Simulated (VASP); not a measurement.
# VN (Fm-3m) in VASP: further runs

The runs below take VN through single point, with PBE+D4, RPBE+D4, BLYP.

Everything below comes from runs of VASP 6.6.1. Logs are shortened: lines on timing, memory, paths and dates and some standing lists are left out, and cuts for length are marked.

## 1. The cell of the first run

The structure is cubic, space group Fm-3m (No. 225). The conventional cell has a = 4.080 Å, b = 4.080 Å, c = 4.080 Å, α = 90.00°, β = 90.00°, γ = 90.00°. V (site symmetry m-3m) has 6 N at 2.04 Å within 2.7 Å. Within 2.7 Å of N (site symmetry m-3m) lie 6 V at 2.04 Å.

## 2. Single point, PBE+D4, collinear spin, ferromagnetic start

Contents of INCAR:

```
SYSTEM = VN
PREC = Accurate
ENCUT = 600
EDIFF = 1E-6
ISMEAR = 0
SIGMA = 0.05
LREAL = .False.
LASPH = .True.
NELM = 200
ALGO = Normal
ISIF = 2
LWAVE = .False.
LCHARG = .False.
ISPIN = 2
MAGMOM = 0.05 0
LORBIT = 11
LMAXMIX = 4
GGA = PE
IVDW = 13
NBANDS = 20
GGA_COMPAT = .False.
```

Contents of KPOINTS:

```
Automatic mesh
0
Gamma
  10 10 10
  0 0 0
```

Contents of POSCAR:

```
VN
1.0
    0.0000000000      2.0399862597      2.0399862597
    2.0399862597      0.0000000000      2.0399862597
    2.0399862597      2.0399862597      0.0000000000
V N
1 1
Direct
    0.0000000000      0.0000000000      0.0000000000
    0.5000000000      0.5000000000      0.5000000000
```

Potentials or basis: VASP PAW PBE potentials, release 64 (V_sv, N).

Command:

```sh
> cat potpaw_PBE.64/V_sv/POTCAR potpaw_PBE.64/N/POTCAR > POTCAR
> mpirun -np 1 vasp_std > vasp.out
```

OUTCAR:

```text
SYSTEM = VN
   PREC = Accurate
   ENCUT = 600
   EDIFF = 1E-6
   ISMEAR = 0
   LREAL = .False.
   LASPH = .True.
   NELM = 200
   ISIF = 2
   ISPIN = 2
   LORBIT = 11
   GGA = PE
   IVDW = 13

 ion  position               nearest neighbor table
   1  0.000  0.000  0.000-   2 2.04   2 2.04   2 2.04   2 2.04   2 2.04   2 2.04
   2  0.500  0.500  0.500-   1 2.04   1 2.04   1 2.04   1 2.04   1 2.04   1 2.04

  LATTYP: Found a face centered cubic cell.
 ALAT       =     4.0799725194

  Lattice vectors:

 A1 = (   0.0000000000,   2.0399862597,   2.0399862597)
 A2 = (   2.0399862597,   0.0000000000,   2.0399862597)
 A3 = (   2.0399862597,   2.0399862597,   0.0000000000)

Analysis of symmetry for initial positions (statically):
=====================================================================
 Subroutine PRICEL returns:
 Original cell was already a primitive cell.

 Routine SETGRP: Setting up the symmetry group for a
 face centered cubic supercell.

 Subroutine GETGRP returns: Found 48 space group operations
 (whereof 48 operations were pure point group operations)
 out of a pool of 48 trial point group operations.

The static configuration has the point symmetry O_h .

Analysis of symmetry for dynamics (positions and initial velocities):
=====================================================================
 Subroutine PRICEL returns:
 Original cell was already a primitive cell.

 Routine SETGRP: Setting up the symmetry group for a
 face centered cubic supercell.

 Subroutine GETGRP returns: Found 48 space group operations
 (whereof 48 operations were pure point group operations)
 out of a pool of 48 trial point group operations.

The dynamic configuration has the point symmetry O_h .

Analysis of structural, dynamic, and magnetic symmetry:
=====================================================================
 Subroutine PRICEL returns:
 Original cell was already a primitive cell.

 Routine SETGRP: Setting up the symmetry group for a
 face centered cubic supercell.

 Subroutine GETGRP returns: Found 48 space group operations
 (whereof 48 operations were pure point group operations)
 out of a pool of 48 trial point group operations.

The overall configuration has the point symmetry O_h .

 Subroutine INISYM returns: Found 48 space group operations
 (whereof 48 operations are pure point group operations),
 and found     1 'primitive' translations

----------------------------------------------------------------------------------------

                                     Primitive cell

  volume of cell :      16.9790

  direct lattice vectors                    reciprocal lattice vectors
     0.000000000  2.039986260  2.039986260    -0.245099690  0.245099690  0.245099690
     2.039986260  0.000000000  2.039986260     0.245099690 -0.245099690  0.245099690
     2.039986260  2.039986260  0.000000000     0.245099690  0.245099690 -0.245099690

  length of vectors
     2.884976236  2.884976236  2.884976236     0.424525116  0.424525116  0.424525116

  position of ions in fractional coordinates (direct lattice)
     0.000000000  0.000000000  0.000000000
     0.500000000  0.500000000  0.500000000

  ion indices of the primitive-cell ions
   primitive index   ion index
                 1           1
                 2           2

----------------------------------------------------------------------------------------

 KPOINTS: Automatic mesh

Automatic generation of k-mesh.
 Grid dimensions read from file:
 generate k-points for:   10   10   10

 Generating k-lattice:

  Cartesian coordinates                     Fractional coordinates (reciprocal lattice)
    -0.024509969  0.024509969  0.024509969     0.100000000  0.000000000  0.000000000
     0.024509969 -0.024509969  0.024509969     0.000000000  0.100000000  0.000000000
     0.024509969  0.024509969 -0.024509969     0.000000000  0.000000000  0.100000000

  Length of vectors
     0.042452512  0.042452512  0.042452512

  Shift w.r.t. Gamma in fractional coordinates (k-lattice)
     0.000000000  0.000000000  0.000000000

 Subroutine IBZKPT returns following result:
 ===========================================

 Found     47 irreducible k-points:

 Following reciprocal coordinates:
            Coordinates               Weight
  0.000000  0.000000  0.000000      1.000000
  0.100000  0.000000  0.000000      8.000000
  0.200000  0.000000  0.000000      8.000000
  0.300000  0.000000  0.000000      8.000000
  0.400000  0.000000  0.000000      8.000000
  0.500000  0.000000  0.000000      4.000000
[... 16 lines left out ...]
  0.300000  0.300000  0.000000      6.000000
  0.400000  0.300000  0.000000     24.000000
 [... further k-points ...]
   k-points           NKPTS =     47   k-points in BZ     NKDIM =     47   number of bands    NBANDS=     20
   number of dos      NEDOS =    301   number of ions     NIONS =      2
   total plane-waves  NPLWV =  13824
   dimension x,y,z NGX =    24 NGY =   24 NGZ =   24
[... 28 lines left out ...]
   EFERMI =   0.00;   METHOD = LEGACY
   ISMEAR =     0;   SIGMA  =   0.05  broadening in eV -4-tet -1-fermi 0-gaus
   EFERMI_NEDOS =   21; number of points for ismear=-14 and -15
   IALGO  =     38    algorithm
   IMIX   =      4    mixing-type and parameters
     AMIX     =   0.40;   BMIX     =  1.00
     AMIX_MAG =   1.60;   BMIX_MAG =  1.00
  volume/ion in A,a.u.               =       8.49        57.29
  Fermi-wavevector in a.u.,A,eV,Ry     =   1.669277  3.154476 37.912442  2.786486
  Thomas-Fermi vector in A             =   2.754978
   LORBIT       =     11    0 simple, 1 ext, 2 COOP (PROOUT), +10 PAW based schemes
   GGA     = PE    functional components
   LHFCALC =     F    Hartree Fock is set to
   AEXX    =    0.0000 exact exchange contribution
   IVDW    =    13    specifies the selected vdW correction
   LEPSILON=     F    determine dielectric tensor
   LRPA    =     F    only Hartree local field effects (RPA)
 spin polarized calculation
 Gauss-broadening in eV      SIGMA  =   0.05
  energy-cutoff  :      600.00
  volume of cell :       16.98
 maximum number of plane-waves:       588
   NGX = 11   NGY = 11   NGZ = 11

 number of electron      18.0000006 magnetization       0.0029508

 Free energy of the ion-electron system (eV)
  ---------------------------------------------------
  ext. energy  EPLUGINS =         0.00000000
  ---------------------------------------------------
  free energy    TOTEN  =       -19.29633152 eV

  energy without entropy =      -19.29380281  energy(sigma->0) =      -19.29506717

 E-fermi :  12.4752     XC(G=0): -13.7836

 val. band max:       12.4593389050   @ k =   0.3000   0.1000   0.0000
 cond. band min:      12.4993371398   @ k =   0.3000   0.2000   0.1000
 fundamental gap:      0.0399982348
 Fermi energy:        12.4751535723

 spin component 1

 k-point     1 :       0.0000    0.0000    0.0000
  band No.  band energies     occupation
      1     -53.0026      1.00000
      2     -26.6194      1.00000
      3     -26.6194      1.00000
      4     -26.6194      1.00000
      5      -5.7792      1.00000
      6      10.1340      1.00000
[... 12 lines left out ...]
     19      40.5491      0.00000
     20      40.5491      0.00000
[... 507 lines left out ...]
 k-point    24 :       0.4000    0.3000    0.0000
  band No.  band energies     occupation
      1     -52.9131      1.00000
      2     -27.0085      1.00000
      3     -26.7733      1.00000
      4     -26.7571      1.00000
      5      -3.9461      1.00000
      6       5.1035      1.00000
[... 12 lines left out ...]
     19      40.2304      0.00000
     20      42.4971      0.00000

 [... further k-points ...]

 spin component 2

 k-point     1 :       0.0000    0.0000    0.0000
  band No.  band energies     occupation
      1     -52.9996      1.00000
      2     -26.6164      1.00000
      3     -26.6164      1.00000
      4     -26.6164      1.00000
      5      -5.7790      1.00000
      6      10.1339      1.00000
[... 12 lines left out ...]
     19      40.5501      0.00000
     20      40.5501      0.00000
[... 507 lines left out ...]
 k-point    24 :       0.4000    0.3000    0.0000
  band No.  band energies     occupation
      1     -52.9101      1.00000
      2     -27.0056      1.00000
      3     -26.7703      1.00000
      4     -26.7541      1.00000
      5      -3.9460      1.00000
      6       5.1040      1.00000
[... 12 lines left out ...]
     19      40.2315      0.00000
     20      42.4979      0.00000

 [... further k-points ...]

------------------------ aborting loop because EDIFF is reached ----------------------------------------

  DFT-D4 for vdW energy calculation

  Edisp (eV):   -0.76623

  FORCE on cell =-STRESS in cart. coord.  units (eV):
  Direction    XX          YY          ZZ          XY          YZ          ZX
  --------------------------------------------------------------------------------------
  -------------------------------------------------------------------------------------
  Total       0.08088     0.08088     0.08088    -0.00000    -0.00000     0.00000
  in kB       7.63168     7.63168     7.63168    -0.00000    -0.00000     0.00000
  external pressure =        7.63 kB  Pullay stress =        0.00 kB

 VOLUME and BASIS-vectors are now :
 -----------------------------------------------------------------------------
  energy-cutoff  :      600.00
  volume of cell :       16.98
      direct lattice vectors                 reciprocal lattice vectors
     0.000000000  2.039986260  2.039986260    -0.245099690  0.245099690  0.245099690
     2.039986260  0.000000000  2.039986260     0.245099690 -0.245099690  0.245099690
     2.039986260  2.039986260  0.000000000     0.245099690  0.245099690 -0.245099690

 POSITION                                       TOTAL-FORCE (eV/Angst)
 -----------------------------------------------------------------------------------
      0.00000      0.00000      0.00000         0.000000      0.000000      0.000000
      2.03999      2.03999      2.03999         0.000000      0.000000      0.000000
 -----------------------------------------------------------------------------------
    total drift:                                0.000000     -0.000000     -0.000000

  FREE ENERGIE OF THE ION-ELECTRON SYSTEM (eV)
  ---------------------------------------------------
  free  energy   TOTEN  =       -20.0625617948 eV

  energy  without entropy=      -20.0600330874  energy(sigma->0) =      -20.06129744

 total charge

# of ion       s       p       d       tot
------------------------------------------
    1        2.247   6.296   3.193  11.736
    2        1.246   2.526   0.000   3.772
--------------------------------------------------
tot          3.493   8.823   3.193  15.508

 magnetization (x)

# of ion       s       p       d       tot
------------------------------------------
    1        0.000   0.000   0.003   0.003
    2       -0.000  -0.000   0.000  -0.000
--------------------------------------------------
tot          0.000  -0.000   0.003   0.003
```

It took 23 s on 1 thread of Intel Xeon 6975P-C, shared host; peak memory 0.17 GiB.

What came out:

| Item | Value |
| --- | --- |
| Free energy | -20.0626 eV |
| Pressure | 0.8 GPa |
| Band gap on the k mesh | zero (filled and empty bands overlap) |
| Net moment | 0.00 μB per cell |
| Valence electrons inside the program's atomic spheres | V 11.74; N 3.77 |
| Dispersion energy per atom | -0.383 eV |

Caveat: pairwise dispersion overbinds metals, which lowers pressure and volume. With open d or f shells a metallic result of PBE can be an artefact of self-interaction; +U or a hybrid may open a gap.

## 3. Single point, RPBE+D4, collinear spin, ferromagnetic start (volume scaled by 1.04)

Contents of INCAR:

```
SYSTEM = VN
  PREC = Accurate
  ENCUT = 600
  EDIFF = 1E-6
  ISMEAR = 0
  SIGMA = 0.05
  LREAL = .False.
  LASPH = .True.
  NELM = 200
  ALGO = Normal
  ISIF = 2
  LWAVE = .False.
  LCHARG = .False.
  ISPIN = 2
  MAGMOM = 0.05 0
  LORBIT = 11
  LMAXMIX = 4
  GGA = RP
  IVDW = 13
  NBANDS = 20
  GGA_COMPAT = .False.
```

KPOINTS is that of step 2.

Contents of POSCAR:

```
VN
1.0
    0.0000000000      2.0549493324      2.0549493324
    2.0549493324      0.0000000000      2.0549493324
    2.0549493324      2.0549493324      0.0000000000
V N
1 1
Direct
    0.0000000000      0.0000000000      0.0000000000
    0.5000000000      0.5000000000      0.5000000000
```

Potentials or basis: VASP PAW PBE potentials, release 64 (V_sv, N).

Command:

```sh
> cat potpaw_PBE.64/V_sv/POTCAR potpaw_PBE.64/N/POTCAR > POTCAR
> mpirun -np 1 vasp_std > vasp.out
```

It took 28 s on 1 thread of Intel Xeon 6975P-C, shared host; peak memory 0.17 GiB.

The run converged. Its results:

```yaml
Free_energy: -19.8559 eV
Pressure: -10.9 GPa
Band_gap_on_the_k_mesh: zero (filled and empty bands overlap)
Net_moment: 0.01 μB per cell
Valence_electrons_inside_the_program's_atomic_spheres: V 11.68; N 3.77
Dispersion_energy_per_atom: -0.789 eV
```

Levels at points of the mesh, in eV from the Fermi level:
Spin up:
| k point | band 5 | band 6 | band 7 | band 8 | band 9 | band 10 | band 11 | band 12 | band 13 | band 14 |
| --- | --- | --- | --- | --- | --- | --- | --- | --- | --- | --- |
| (0.00, 0.00, 0.00) | -18.16 | -2.30 | -2.30 | -2.30 | -1.59 | -1.59 | -1.59 | -0.51 | -0.51 | 6.01 |
| (0.50, 0.00, 0.00) | -15.43 | -9.01 | -6.19 | -6.19 | 0.55 | 0.55 | 1.44 | 5.01 | 5.01 | 6.22 |
| (0.50, 0.50, 0.00) | -16.37 | -6.76 | -3.90 | -3.74 | -3.74 | 0.48 | 1.18 | 1.18 | 2.68 | 10.51 |
Spin down:
| k point | band 7 | band 8 | band 9 | band 10 | band 11 | band 12 |
| --- | --- | --- | --- | --- | --- | --- |
| (0.00, 0.00, 0.00) | -2.30 | -2.30 | -1.58 | -1.58 | -1.58 | -0.50 |
| (0.50, 0.00, 0.00) | -6.19 | -6.19 | 0.56 | 0.56 | 1.45 | 5.02 |
| (0.50, 0.50, 0.00) | -3.89 | -3.74 | -3.74 | 0.48 | 1.19 | 1.19 |

Caveat: the PAW data sets were made with another functional, which shifts forces and pressure a little; pairwise dispersion overbinds metals, which lowers pressure and volume.

## 4. Single point, BLYP, collinear spin, ferromagnetic start (volume scaled by 0.96)

INCAR, as its differences from that of step 3:

```diff
@@ -17,4 +17,7 @@
   LMAXMIX = 4
-  GGA = RP
-  IVDW = 13
+  GGA = B5
+  ALDAX = 1.0
+  AGGAX = 1.0
+  AGGAC = 1.0
+  ALDAC = 0.0
   NBANDS = 20
```

Contents of KPOINTS:

```
regular mesh
0
Gamma
  10 10 10
  0 0 0
```

Contents of POSCAR:

```
VN
1.0
    0.0000000000      2.0555957368      2.0555957368
    2.0555957368      0.0000000000      2.0555957368
    2.0555957368      2.0555957368      0.0000000000
V N
1 1
Direct
    0.0000000000      0.0000000000      0.0000000000
    0.5000000000      0.5000000000      0.5000000000
```

Command:

```sh
> cat potpaw_PBE.64/V_sv/POTCAR potpaw_PBE.64/N/POTCAR > POTCAR
> mpirun -np 1 vasp_std > vasp.out
```

Run time: 26 s. Hardware: 1 thread of Intel Xeon 6975P-C, shared host; peak memory 0.17 GiB.

Results (log left out):

```yaml
Free_energy: -17.7399 eV
Pressure: 13.5 GPa
Band_gap_on_the_k_mesh: zero (filled and empty bands overlap)
Net_moment: 0.00 μB per cell
Valence_electrons_inside_the_program's_atomic_spheres: V 11.70; N 3.79
```

Levels at points of the mesh, in eV from the Fermi level:
Spin up:
```
           k point  band 5  band 6  band 7  band 8  band 9  band 10  band 11  band 12  band 13  band 14
(0.00, 0.00, 0.00)  -17.88   -2.27   -2.27   -2.27   -1.55    -1.55    -1.55    -0.47    -0.47     6.41
(0.50, 0.00, 0.00)  -15.20   -8.77   -6.11   -6.11    0.53     0.53     1.41     4.97     4.97     6.74
(0.50, 0.50, 0.00)  -16.17   -6.52   -3.73   -3.65   -3.65     0.49     1.13     1.13     2.69    10.72
```
Spin down:
| k point | band 6 | band 7 | band 8 | band 9 | band 10 | band 11 | band 12 | band 13 |
| --- | --- | --- | --- | --- | --- | --- | --- | --- |
| (0.00, 0.00, 0.00) | -2.27 | -2.27 | -2.27 | -1.55 | -1.55 | -1.55 | -0.47 | -0.47 |
| (0.50, 0.00, 0.00) | -8.77 | -6.11 | -6.11 | 0.53 | 0.53 | 1.41 | 4.97 | 4.97 |
| (0.50, 0.50, 0.00) | -6.52 | -3.73 | -3.65 | -3.65 | 0.49 | 1.13 | 1.13 | 2.69 |

Caveat: the PAW data sets were made with another functional, which shifts forces and pressure a little.

## 5. Single point, PBE+D4, collinear spin, ferromagnetic start (volume scaled by 1.02)

Contents of INCAR:

```
  PREC = Accurate
  ENCUT = 600
  EDIFF = 1E-6
  ISMEAR = 0
  SIGMA = 0.05
  LREAL = F
  LASPH = T
  NELM = 200
  ALGO = Normal
  ISIF = 2
  LWAVE = F
  LCHARG = T
  ISPIN = 2
  MAGMOM = 0.05 0
  LORBIT = 11
  LMAXMIX = 4
  GGA = PE
  IVDW = 13
  LELF = T
  LVHAR = T
  NBANDS = 20
  GGA_COMPAT = F
```

Contents of KPOINTS:

```
regular mesh
0
Gamma
  10 10 10
```

Contents of POSCAR:

```
VN
1.0
    0.0000000000      2.0534964962      2.0534964962
    2.0534964962      0.0000000000      2.0534964962
    2.0534964962      2.0534964962      0.0000000000
V N
1 1
Direct
    0.0000000000      0.0000000000      0.0000000000
    0.5000000000      0.5000000000      0.5000000000
```

Command:

```sh
> cat potpaw_PBE.64/V_sv/POTCAR potpaw_PBE.64/N/POTCAR > POTCAR
> mpirun -np 1 vasp_std > vasp.out
```

It took 23 s on 1 thread of Intel Xeon 6975P-C, shared host; peak memory 0.17 GiB.

Results (log left out):

```yaml
Free_energy: -20.0581 eV
Pressure: -5.6 GPa
Band_gap_on_the_k_mesh: zero (filled and empty bands overlap)
Net_moment: 0.00 μB per cell
Valence_electrons_inside_the_program's_atomic_spheres: V 11.69; N 3.76
Dispersion_energy_per_atom: -0.374 eV
```

Levels at points of the mesh, in eV from the Fermi level:
Spin up:
```
           k point  band 6  band 7  band 8  band 9  band 10  band 11  band 12  band 13
(0.00, 0.00, 0.00)   -2.29   -2.29   -2.29   -1.60    -1.60    -1.60    -0.52    -0.52
(0.50, 0.00, 0.00)   -9.02   -6.20   -6.20    0.56     0.56     1.45     5.02     5.02
(0.50, 0.50, 0.00)   -6.75   -3.92   -3.73   -3.73     0.47     1.19     1.19     2.71
```
Spin down:
| k point | band 6 | band 7 | band 8 | band 9 | band 10 | band 11 | band 12 | band 13 |
| --- | --- | --- | --- | --- | --- | --- | --- | --- |
| (0.00, 0.00, 0.00) | -2.29 | -2.29 | -2.29 | -1.59 | -1.59 | -1.59 | -0.51 | -0.51 |
| (0.50, 0.00, 0.00) | -9.02 | -6.19 | -6.19 | 0.57 | 0.57 | 1.45 | 5.02 | 5.02 |
| (0.50, 0.50, 0.00) | -6.75 | -3.91 | -3.73 | -3.73 | 0.48 | 1.19 | 1.19 | 2.71 |

Caveat: pairwise dispersion overbinds metals, which lowers pressure and volume.

## 6. The runs side by side

| level | cell | gap on the mesh (eV) | pressure (GPa) | moment (μB) |
| --- | --- | --- | --- | --- |
| PBE+D4 | a = 2.885 Å, angles 60.0°, 2 atoms | none | 0.8 | 0.00 |
| RPBE+D4 | a = 2.906 Å, angles 60.0°, 2 atoms | none | -10.9 | 0.01 |
| BLYP | a = 2.907 Å, angles 60.0°, 2 atoms | none | 13.5 | 0.00 |
| PBE+D4 | a = 2.904 Å, angles 60.0°, 2 atoms | none | -5.6 | 0.00 |

Alike in all rows: task single point; potentials or basis VASP PAW PBE potentials, release 64 (V_sv, N); spin collinear, ferromagnetic start; k mesh 10 × 10 × 10; cutoff (eV) 600; smearing gaussian 0.05 eV.

Caveats: pairwise dispersion overbinds metals, which lowers pressure and volume (some runs); the PAW data sets were made with another functional, which shifts forces and pressure a little (some runs).

Absolute energies hang on the potentials; compare differences alone.
